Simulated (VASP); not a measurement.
# Sc (Fm-3m) in VASP: further runs, part 2 of 2

VASP 6.6.1. Earlier steps stand in the parts before.

## 4. Single point, LDA

Contents of INCAR:

```
SYSTEM = Sc
PREC = Accurate
ENCUT = 520
EDIFF = 1E-6
ISMEAR = -1
SIGMA = 0.05
LREAL = .False.
LASPH = .True.
NELM = 100
ALGO = Normal
ISIF = 2
LWAVE = .False.
LCHARG = .False.
GGA = CA
NBANDS = 12
```

Contents of KPOINTS:

```
Automatic mesh
0
Gamma
  8 8 8
  0 0 0
```

Contents of POSCAR:

```
Sc
1.0
    0.0000000000      2.2341582098      2.2341582098
    2.2341582098      0.0000000000      2.2341582098
    2.2341582098      2.2341582098      0.0000000000
Sc
1
Direct
    0.0000000000      0.0000000000      0.0000000000
```

Potentials or basis: VASP PAW LDA potentials, release 64 (Sc_sv).

The run is started by

```bash
$ cat potpaw_LDA.64/Sc_sv/POTCAR > POTCAR
$ mpirun -np 1 vasp_std > vasp.out
```

OUTCAR:

```text
SYSTEM = Sc
   PREC = Accurate
   ENCUT = 520
   EDIFF = 1E-6
   ISMEAR = -1
   LREAL = .False.
   LASPH = .True.
   NELM = 100
   ISIF = 2
   GGA = CA

 ion  position               nearest neighbor table
   1  0.000  0.000  0.000-

  LATTYP: Found a face centered cubic cell.
 ALAT       =     4.4683164196

  Lattice vectors:

 A1 = (   0.0000000000,   2.2341582098,   2.2341582098)
 A2 = (   2.2341582098,   0.0000000000,   2.2341582098)
 A3 = (   2.2341582098,   2.2341582098,   0.0000000000)

Analysis of symmetry for initial positions (statically):
=====================================================================
 Subroutine PRICEL returns:
 Original cell was already a primitive cell.

 Routine SETGRP: Setting up the symmetry group for a
 face centered cubic supercell.

 Subroutine GETGRP returns: Found 48 space group operations
 (whereof 48 operations were pure point group operations)
 out of a pool of 48 trial point group operations.

The static configuration has the point symmetry O_h .

Analysis of symmetry for dynamics (positions and initial velocities):
=====================================================================
 Subroutine PRICEL returns:
 Original cell was already a primitive cell.

 Routine SETGRP: Setting up the symmetry group for a
 face centered cubic supercell.

 Subroutine GETGRP returns: Found 48 space group operations
 (whereof 48 operations were pure point group operations)
 out of a pool of 48 trial point group operations.

The dynamic configuration has the point symmetry O_h .

 Subroutine INISYM returns: Found 48 space group operations
 (whereof 48 operations are pure point group operations),
 and found     1 'primitive' translations

----------------------------------------------------------------------------------------

                                     Primitive cell

[... 112 lines left out ...]
   LORBIT       =      0    0 simple, 1 ext, 2 COOP (PROOUT), +10 PAW based schemes
   GGA     = CA    functional components
   LHFCALC =     F    Hartree Fock is set to
   AEXX    =    0.0000 exact exchange contribution
   IVDW    =     0    specifies the selected vdW correction
   LEPSILON=     F    determine dielectric tensor
   LRPA    =     F    only Hartree local field effects (RPA)
 non-spin polarized calculation
  energy-cutoff  :      520.00
  volume of cell :       22.30
 maximum number of plane-waves:       620
   NGX = 11   NGY = 11   NGZ = 11

 number of electron      11.0000004 magnetization

 Free energy of the ion-electron system (eV)
  ---------------------------------------------------
  ext. energy  EPLUGINS =         0.00000000
  ---------------------------------------------------
  free energy    TOTEN  =        -6.69222122 eV

  energy without entropy =       -6.67971850  energy(sigma->0) =       -6.68596986

 E-fermi :   4.1408     XC(G=0): -10.5566

 val. band max:        4.1114055349   @ k =  -0.2500   0.3750   0.1250
 cond. band min:       4.1754913847   @ k =   0.5000   0.2500   0.1250
 fundamental gap:      0.0640858497
 Fermi energy:         4.1408336314

 k-point     1 :       0.0000    0.0000    0.0000
  band No.  band energies     occupation
      1     -44.4381      2.00000
      2     -23.1175      2.00000
      3     -23.1175      2.00000
      4     -23.1175      2.00000
      5      -1.1851      2.00000
      6       5.7916      0.00000
      7       5.7916      0.00000
      8       5.7916      0.00000
      9       7.3605      0.00000
     10       7.3605      0.00000
     11      17.2852      0.00000
     12      21.0153      0.00000
[... 331 lines left out ...]
 k-point    24 :      -0.3750    0.2500    0.1250
  band No.  band energies     occupation
      1     -44.3257      2.00000
      2     -23.6106      2.00000
      3     -23.3412      2.00000
      4     -23.2383      2.00000
      5       3.1821      2.00000
      6       3.8836      1.98841
      7       4.9982      0.00000
      8       6.4085      0.00000
      9       8.2406      0.00000
     10       9.7397      0.00000
     11      11.5029      0.00000
     12      16.1898      0.00000

 [... further k-points ...]

------------------------ aborting loop because EDIFF is reached ----------------------------------------

  FORCE on cell =-STRESS in cart. coord.  units (eV):
  Direction    XX          YY          ZZ          XY          YZ          ZX
  --------------------------------------------------------------------------------------
  -------------------------------------------------------------------------------------
  Total        0.0060103      0.0060103      0.0060103      0.0000000      0.0000000     -0.0000000
  in kB        0.4317491      0.4317491      0.4317491      0.0000000      0.0000000     -0.0000000
  external PRESSURE =       0.4317491 kB  Pullay stress =       0.0000000 kB

 VOLUME and BASIS-vectors are now :
 -----------------------------------------------------------------------------
  energy-cutoff  :      520.00
  volume of cell :       22.30
      direct lattice vectors                 reciprocal lattice vectors
     0.000000000  2.234158210  2.234158210    -0.223797938  0.223797938  0.223797938
     2.234158210  0.000000000  2.234158210     0.223797938 -0.223797938  0.223797938
     2.234158210  2.234158210  0.000000000     0.223797938  0.223797938 -0.223797938

 POSITION                                       TOTAL-FORCE (eV/Angst)
 -----------------------------------------------------------------------------------
      0.00000      0.00000      0.00000         0.000000      0.000000     -0.000000
 -----------------------------------------------------------------------------------
    total drift:                                0.000000      0.000000     -0.000000

  FREE ENERGIE OF THE ION-ELECTRON SYSTEM (eV)
  ---------------------------------------------------
  free  energy   TOTEN  =        -6.6922212173 eV

  energy  without entropy=       -6.6797184952  energy(sigma->0) =       -6.68596986
```

stdout:

```text
POSCAR found type information on POSCAR Sc
 POSCAR found :  1 types and       1 ions
 scaLAPACK will be used
 LDA part: xc-table for (Slater(with rela. corr.)+CA(PZ))
 , standard interpolation
 POSCAR, INCAR and KPOINTS ok, starting setup
 FFT: planning ... GRIDC
 FFT: planning ... GRID_SOFT
 FFT: planning ... GRID
 WAVECAR not read
 entering main loop
```

Wall time 2.4 s (1 thread of Intel Xeon 6975P-C (Granite Rapids), shared host); peak memory 0.12 GiB.

What came out:

```
Free energy : -6.6922 eV
Pressure    : 0.0 GPa
```

## 5. Single point, LDA

This run uses another cell than the first one, of 22.53 Å³/atom, 1.010 times its volume.

Contents of INCAR:

```
SYSTEM = Sc
ALGO = Normal ; EDIFF = 1E-7
ENCUT = 520 ; ISIF = 2
ISMEAR = -1 ; LASPH = .TRUE.
LCHARG = .FALSE. ; LREAL = .FALSE.
LWAVE = .FALSE. ; NBANDS = 12
NELM = 100 ; PREC = Accurate
SIGMA = 0.05
```

Contents of KPOINTS:

```
k-points
0
G
  8 8 8
  0 0 0
```

Contents of POSCAR:

```
Sc
1.0
    0.0000000000      2.2415807168      2.2415807168
    2.2415807168      0.0000000000      2.2415807168
    2.2415807168      2.2415807168      0.0000000000
Sc
1
Direct
    0.0000000000      0.0000000000      0.0000000000
```

The run is started by

```bash
$ cat potpaw_LDA.64/Sc_sv/POTCAR > POTCAR
$ mpirun -np 1 vasp_std > vasp.out
```

Wall time 2.5 s (1 thread of Intel Xeon 6975P-C (Granite Rapids), shared host); peak memory 0.13 GiB.

The run converged. Its results:

- Free energy: -6.6920 eV
- Pressure: -0.5 GPa

Levels at points of the mesh, in eV from the Fermi level:
```tsv
k point	band 2	band 3	band 4	band 5	band 6	band 7	band 8	band 9
(0.00, 0.00, 0.00)	-27.29	-27.29	-27.29	-5.31	1.64	1.64	1.64	3.19
(0.50, 0.00, 0.00)	-27.85	-27.36	-27.36	-1.89	0.50	1.51	1.51	4.21
(0.50, 0.50, 0.00)	-27.81	-27.49	-27.49	-1.74	-0.80	2.31	4.20	4.48
```

## 6. Relaxation of cell and atoms, LDA

Contents of INCAR:

```
PREC = Accurate ; ENCUT = 600
EDIFF = 1E-6 ; ISMEAR = -1
SIGMA = 0.05 ; LREAL = False
LASPH = True ; NELM = 60
ALGO = Normal ; ISIF = 3
LWAVE = False ; LCHARG = False
IBRION = 2 ; NSW = 60
EDIFFG = -0.03
```

Contents of KPOINTS:

```
Automatic mesh
0
Gamma
  8 8 8
```

Contents of POSCAR:

```
Sc
1.0
    0.0000000000      2.2341582098      2.2341582098
    2.2341582098      0.0000000000      2.2341582098
    2.2341582098      2.2341582098      0.0000000000
Sc
1
Direct
    0.0000000000      0.0000000000      0.0000000000
```

Potentials or basis: VASP PAW LDA potentials, release 64 (Sc_sv).

The run is started by

```bash
$ cat potpaw_LDA.64/Sc_sv/POTCAR > POTCAR
$ mpirun -np 1 vasp_std > vasp.out
```

OUTCAR:

```text
PREC = Accurate
   ENCUT = 600
   EDIFF = 1E-6
   ISMEAR = -1
   LREAL = False
   LASPH = True
   NELM = 60
   ISIF = 3
   IBRION = 2
   NSW = 60
   EDIFFG = -0.03

 ion  position               nearest neighbor table
   1  0.000  0.000  0.000-

  LATTYP: Found a face centered cubic cell.
 ALAT       =     4.4683164196

  Lattice vectors:

 A1 = (   0.0000000000,   2.2341582098,   2.2341582098)
 A2 = (   2.2341582098,   0.0000000000,   2.2341582098)
 A3 = (   2.2341582098,   2.2341582098,   0.0000000000)
[... 470 lines left out ...]

------------------------ aborting loop because EDIFF is reached ----------------------------------------

  FORCE on cell =-STRESS in cart. coord.  units (eV):
  Direction    XX          YY          ZZ          XY          YZ          ZX
  --------------------------------------------------------------------------------------
  -------------------------------------------------------------------------------------
  Total        0.0121462      0.0121462      0.0121462     -0.0000000     -0.0000000     -0.0000000
  in kB        0.8725250      0.8725250      0.8725250     -0.0000000     -0.0000000     -0.0000000
  external PRESSURE =       0.8725250 kB  Pullay stress =       0.0000000 kB

 VOLUME and BASIS-vectors are now :
 -----------------------------------------------------------------------------
  energy-cutoff  :      600.00
  volume of cell :       22.30
      direct lattice vectors                 reciprocal lattice vectors
     0.000000000  2.234158210  2.234158210    -0.223797938  0.223797938  0.223797938
     2.234158210  0.000000000  2.234158210     0.223797938 -0.223797938  0.223797938
     2.234158210  2.234158210  0.000000000     0.223797938  0.223797938 -0.223797938

 POSITION                                       TOTAL-FORCE (eV/Angst)
 -----------------------------------------------------------------------------------
      0.00000      0.00000      0.00000         0.000000      0.000000      0.000000
 -----------------------------------------------------------------------------------
    total drift:                               -0.000000     -0.000000     -0.000000

  FREE ENERGIE OF THE ION-ELECTRON SYSTEM (eV)
  ---------------------------------------------------
  free  energy   TOTEN  =        -6.6922698158 eV

  energy  without entropy=       -6.6797682667  energy(sigma->0) =       -6.68601904

 reached required accuracy - stopping structural energy minimisation
```

OSZICAR:

```text
N       E                     dE             d eps       ncg     rms          rms(c)
DAV:   1     0.806061127106E+02    0.80606E+02   -0.57043E+03   522   0.138E+03
DAV:   2    -0.522603329081E+01   -0.85832E+02   -0.85172E+02   533   0.340E+02
DAV:   3    -0.728813115682E+01   -0.20621E+01   -0.19592E+01   789   0.697E+01
DAV:   4    -0.730989190327E+01   -0.21761E-01   -0.21661E-01   774   0.604E+00
DAV:   5    -0.731001923199E+01   -0.12733E-03   -0.12708E-03   917   0.488E-01    0.589E+00
DAV:   6    -0.676695981807E+01    0.54306E+00   -0.12533E+00   792   0.183E+01    0.177E+00
DAV:   7    -0.669814969258E+01    0.68810E-01   -0.24288E-01   799   0.710E+00    0.460E-01
DAV:   8    -0.669241521712E+01    0.57345E-02   -0.10060E-02   574   0.186E+00    0.114E-01
DAV:   9    -0.669225977553E+01    0.15544E-03   -0.11006E-03   842   0.510E-01    0.189E-02
DAV:  10    -0.669226980349E+01   -0.10028E-04   -0.98257E-06   796   0.463E-02    0.241E-03
DAV:  11    -0.669226981584E+01   -0.12346E-07   -0.24003E-07   326   0.958E-03
   1 F= -.66922698E+01 E0= -.66860190E+01  d E =-.669227E+01
```

Wall time 8.9 s (1 thread of Intel Xeon Platinum 8259CL at 2.50GHz (Skylake/Cascade Lake), shared host); peak memory 0.14 GiB.

Results:

| Item | Value |
| --- | --- |
| Free energy | -6.6923 eV |
| Pressure after relaxing | 0.1 GPa |

Final structure:
```
CELL_PARAMETERS angstrom
0.00000 2.23416 2.23416
2.23416 0.00000 2.23416
2.23416 2.23416 0.00000
ATOMIC_POSITIONS crystal
Sc 0.00000 0.00000 0.00000
```

Caveat: the relaxation stopped at its first step, so nothing moved.

## 7. Overview

```csv
task,cell,cutoff (eV),gap on the mesh (eV),pressure (GPa)
single point,"a = 3.160 Å, angles 60.0°, 1 atom",520,none,0.0
single point,"a = 3.149 Å, angles 60.0°, 1 atom",520,none,0.6
single point,"a = 3.170 Å, angles 60.0°, 1 atom",520,none,-0.5
relaxation of cell and atoms,"relaxed from a = 3.160 Å, angles 60.0°, 1 atom",600,none,0.1
```

Alike in all rows: level LDA; potentials or basis VASP PAW LDA potentials, release 64 (Sc_sv); no spin polarisation; k mesh 8 × 8 × 8; smearing fermi-dirac 0.05 eV.

Caveats: the relaxation stopped at its first step, so nothing moved (some runs).

Absolute energies hang on the potentials; compare differences alone.
